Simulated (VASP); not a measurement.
Write the native input for VASP 6.6.1 that does the following.

| Quantity | Value |
| --- | --- |
| Task | single point |
| Functional | HSE06 |
| Potentials or basis | VASP PAW PBE potentials, release 64 (Ag, I) |
| Cutoff | 400 eV |
| k mesh | 4 × 4 × 4 |
| Occupations | methfessel-paxton, width 0.346 eV |
| Spin | no spin polarisation |
| Dipole correction | no |
| Grid for exact exchange (PRECFOCK) | Normal |
| Further INCAR settings | ALGO = Normal; EDIFF = 1e-06; NBANDS = 16 |
| Share of exact exchange | 0.25 |
| Screening parameter | 0.2079 1/Å |

The system is AgI.

```xyz
2
Lattice="0.0000 3.2886 3.2886 3.2886 0.0000 3.2886 3.2886 3.2886 0.0000" Properties=species:S:1:pos:R:3 pbc="T T T"
Ag    0.0000    0.0000    0.0000
I     1.6443    1.6443    1.6443
```

The input as run:

POSCAR

```
AgI
1.0
    0.0000000000      3.2885749246      3.2885749246
    3.2885749246      0.0000000000      3.2885749246
    3.2885749246      3.2885749246      0.0000000000
Ag I
1 1
Direct
    0.0000000000      0.0000000000      0.0000000000
    0.2500000000      0.2500000000      0.2500000000
```

INCAR.step1

```
ALGO     = Normal         # electronic algorithm
EDIFF    = 1E-5           # SCF threshold, eV
ENCUT    = 400            # plane-wave cutoff, eV
GGA      = PE             # functional
GGA_COMPAT= False        
ISIF     = 2              # what is computed and relaxed
ISMEAR   = 1              # smearing method
LASPH    = True           # aspherical terms in the spheres
LCHARG   = False          # write CHGCAR
LREAL    = False          # projectors in reciprocal space
LWAVE    = True           # write WAVECAR
NBANDS   = 16             # bands
NELM     = 120            # most SCF steps
PREC     = Accurate       # precision mode
SIGMA    = 0.346          # smearing width, eV
```

INCAR.step2

```
ALGO     = Normal         # electronic algorithm
EDIFF    = 1E-6           # SCF threshold, eV
ENCUT    = 400            # plane-wave cutoff, eV
GGA      = PE             # functional
GGA_COMPAT= False        
HFSCREEN = 0.2079         # screening, 1/A
ISIF     = 2              # what is computed and relaxed
ISMEAR   = 1              # smearing method
ISTART   = 1            
LASPH    = True           # aspherical terms in the spheres
LCHARG   = False          # write CHGCAR
LHFCALC  = True           # exact exchange
LREAL    = False          # projectors in reciprocal space
LWAVE    = False          # write WAVECAR
NBANDS   = 16             # bands
NELM     = 120            # most SCF steps
PREC     = Accurate       # precision mode
PRECFOCK = Normal       
SIGMA    = 0.346          # smearing width, eV
```

KPOINTS

```
k-points
0
Gamma
  4 4 4
```

Potentials or basis: VASP PAW PBE potentials, release 64 (Ag, I).

Command:

```bash
$ cat potpaw_PBE.64/Ag/POTCAR potpaw_PBE.64/I/POTCAR > POTCAR
$ cp INCAR.step1 INCAR
$ mpirun -np 1 vasp_std > vasp.out
$ cp INCAR.step2 INCAR
$ mpirun -np 1 vasp_std > vasp.out
```

Results of the run:

- Pressure: 0.4 GPa
- Band gap on the k mesh: 2.48 eV

Caveat: the structure was generated, so it needn't be the stable form of AgI; the PAW data sets were made with another functional, which shifts forces and pressure a little; spin-orbit coupling is left out, which moves the levels of the heavy elements.

Wall time 5.2 min on 1 thread of AMD EPYC 7R13 Processor (Zen 3), with other jobs on the host, peak memory 0.26 GiB.
